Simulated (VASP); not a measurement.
Write the native input for VASP 6.6.1 that does the following.

```yaml
Task: single point
Functional: PBE
Potentials_or_basis: VASP PAW PBE potentials, release 64 (Na_pv)
Cutoff: 520 eV
k_mesh: 13 × 13 × 13
Occupations: fermi-dirac, width 0.08 eV
Spin: no spin polarisation
Dipole_correction: no
Further_INCAR_settings: ALGO = Normal; EDIFF = 1e-06; NBANDS = 10
```

The structure of Na lies in POSCAR:

```
Na
1.0
    0.0000000000      2.6440235555      2.6440235555
    2.6440235555      0.0000000000      2.6440235555
    2.6440235555      2.6440235555      0.0000000000
Na
1
Direct
    0.0000000000      0.0000000000      0.0000000000
```

The input as run:

INCAR

```
PREC = Accurate
ENCUT = 520
EDIFF = 1E-6
ISMEAR = -1
SIGMA = 0.08
LREAL = F
LASPH = T
NELM = 100
ALGO = Normal
ISIF = 2
LWAVE = F
LCHARG = F
GGA = PE
NBANDS = 10
```

KPOINTS

```
regular mesh
0
Gamma
  13 13 13
```

Potentials or basis: VASP PAW PBE potentials, release 64 (Na_pv).

Run with:

```console
$ cat potpaw_PBE.64/Na_pv/POTCAR > POTCAR
$ mpirun -np 1 vasp_std > vasp.out
```

It gave:

- Pressure: 0.0 GPa

Run time: 6.9 s on 1 thread of Intel(R) Xeon(R) 6975P-C (Granite Rapids), with other jobs on the host, peak memory 0.15 GiB.
